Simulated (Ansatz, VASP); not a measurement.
**Two plane-wave programs on SnTe**

INCAR

```
ALGO = Normal
EDIFF = 1E-6
ENCUT = 500
GGA = PS
GGA_COMPAT = F
ISIF = 2
ISMEAR = -1
LASPH = T
LCHARG = F
LREAL = F
LWAVE = F
NBANDS = 17
NELM = 120
PREC = Accurate
SIGMA = 0.02
```

Contents of KPOINTS:

```
k-points
0
Gamma
  6 6 6
```

Contents of POSCAR:

```
SnTe
1.0
    0.0000000000      3.1893303407      3.1893303407
    3.1893303407      0.0000000000      3.1893303407
    3.1893303407      3.1893303407      0.0000000000
Sn Te
1 1
Direct
    0.0000000000      0.0000000000      0.0000000000
    0.5000000000      0.5000000000      0.5000000000
```

Input for Ansatz:

```yaml
crystal:
  lattice:
    - [0.0, 3.1893303407, 3.1893303407]
    - [3.1893303407, 0.0, 3.1893303407]
    - [3.1893303407, 3.1893303407, 0.0]
  atoms:
    - { symbol: Sn, position: [0.0, 0.0, 0.0] }
    - { symbol: Te, position: [0.5, 0.5, 0.5] }
kpoints:
  mp_grid: { grid: [6, 6, 6] }
hamiltonian:
  xc: pbesol
scf:
  occupations: { method: fermi_dirac, width: 0.02 }
  n_extra_bands: 4
output:
  forces: true
  stress: true
  eigenvalues: true
```

Alike in both runs: task single point; functional PBEsol; k mesh 6 × 6 × 6; occupations fermi-dirac, width 0.02 eV; no spin polarisation.

|  | VASP | Ansatz |
| --- | --- | --- |
| version | VASP 6.6.1 | Ansatz 0.2.0 |
| potentials or method | VASP PAW PBE potentials, release 64 (Sn_d, Te) | plane waves |
| plane-wave cutoff (eV) | 500 | 420 |
| valence electrons in the cell | 20 | 30 |

```tsv
	VASP	Ansatz	Ansatz less VASP
pressure (GPa)	-1.9	-1.9	+0.02
```

VASP's potentials were made for PBE, not for PBEsol. VASP's potentials hold 20 valence electrons a cell and Ansatz's 30, so a difference there can come from the potentials and not from the codes.

Neither program's run includes spin-orbit coupling.
